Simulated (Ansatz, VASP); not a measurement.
**Two plane-wave programs on Gd**

```
Gd
1.0
     3.61160    0.00000    0.00000
    -1.80580    3.12773    0.00000
     0.00000    0.00000    5.74379
Gd
2
Direct
  0.66667 0.33333 0.75000
  0.33333 0.66667 0.25000
```

Alike in both runs: task single point; functional r2SCAN; k mesh 8 × 8 × 5; occupations fermi-dirac, width 0.05 eV; collinear spin.

|  | VASP | Ansatz |
| --- | --- | --- |
| version | VASP 6.6.1 | Ansatz 0.2.0 |
| potentials or method | VASP PAW PBE potentials, release 64 (Gd) | Ansatz PAW |
| plane-wave cutoff (eV) | 520 | 500 |
| valence electrons in the cell | 36 | 36 |

|  | VASP | Ansatz | Ansatz less VASP |
| --- | --- | --- | --- |
| gap on the k mesh at the Fermi level (eV) | none | none | - |
| pressure (GPa) | 1.7 | 1.7 | +0.07 |
| traceless stress, the component that is largest in VASP (GPa) | 0.67 | 0.69 | +0.012 |
| net moment per atom (μB) | 7.93 | 7.93 | +0.003 |
| size of the moment on the site where the two differ most (μB) | 7.09 | 7.57 | +0.485 |

VASP's potentials were made for PBE, not for r2SCAN. Site moments also hang on the region over which each program counts them. A gap of «none» marks a metal or a gap that the smearing closes.

Spin-orbit coupling is off throughout. Noted on Ansatz's run: the magnetic or orbital state may not be the lowest.
